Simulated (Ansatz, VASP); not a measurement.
P in VASP and in Ansatz

```
CELL_PARAMETERS angstrom
0.00000 1.91037 1.91037
1.91037 0.00000 1.91037
1.91037 1.91037 0.00000
ATOMIC_POSITIONS crystal
P 0.00000 0.00000 0.00000
```

Alike in both runs: functional PBEsol; k mesh 14 × 14 × 14; occupations fermi-dirac, width 0.1 eV; no spin polarisation.

Ansatz relaxed the structure, and its values are those at the end. VASP's run is a single point on that final structure, the one shown.

|  | VASP | Ansatz |
| --- | --- | --- |
| version | VASP 6.6.1 | Ansatz 0.2.0 |
| potentials or method | VASP PAW PBE potentials, release 64 (P), cutoff 520 eV | plane waves (420 eV) with PAW, scalar-relativistic |
| valence electrons in the cell | 5 | 5 |

|  | VASP | Ansatz | Ansatz less VASP |
| --- | --- | --- | --- |
| pressure (GPa) | 0.1 | 0.0 | -0.15 |

VASP's potentials were made for PBE, not for PBEsol, and Ansatz warns of the same on its side.
